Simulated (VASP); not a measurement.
Te2Mo, 6 atoms in the cell. It takes space group P6_3/mmc (No. 194, hexagonal). The conventional cell has a = 3.563 Å, b = 3.563 Å, c = 15.027 Å, α = 90.00°, β = 90.00°, γ = 120.00°. Te (site symmetry 3m) has 3 Mo at 2.73 Å and 7 Te at 3.56 to 3.58 Å within 3.6 Å. Mo (site symmetry -6m2) has 6 Te at 2.73 Å and 6 Mo at 3.56 Å within 3.6 Å.  This cell differs from its parent crystal: strain along c alone, the other axes held: +2.0 %, then relaxed in part.

| Property | Result |
| --- | --- |
| Program | VASP 6.6.1 |
| Task | single point |
| Functional | r2SCAN |
| Potentials or basis | VASP PAW PBE potentials, release 64 (Te, Mo_sv) |
| Cutoff | 520 eV |
| k mesh | 12 × 12 × 2 |
| Occupations | gaussian, width 0.02 eV |
| Spin | no spin polarisation |
| Dipole correction | no |
| Further INCAR settings | ALGO = Normal; EDIFF = 1e-06; NBANDS = 35 |

Potentials or basis: VASP PAW PBE potentials, release 64 (Te, Mo_sv).

Run with:

```console
$ cat potpaw_PBE.64/Te/POTCAR potpaw_PBE.64/Mo_sv/POTCAR > POTCAR
$ cp INCAR.step1 INCAR
$ mpirun -np 1 vasp_std > vasp.out
$ cp INCAR.step2 INCAR
$ mpirun -np 1 vasp_std > vasp.out
```

Hardware: 1 thread of Intel Xeon 8259CL (shared host).

**Question.** Estimate the wall time of this run.

**Answer.** It took 13 min on 1 thread of Intel Xeon 8259CL, with other jobs on the host, peak memory 0.43 GiB. Counts: k points 38.
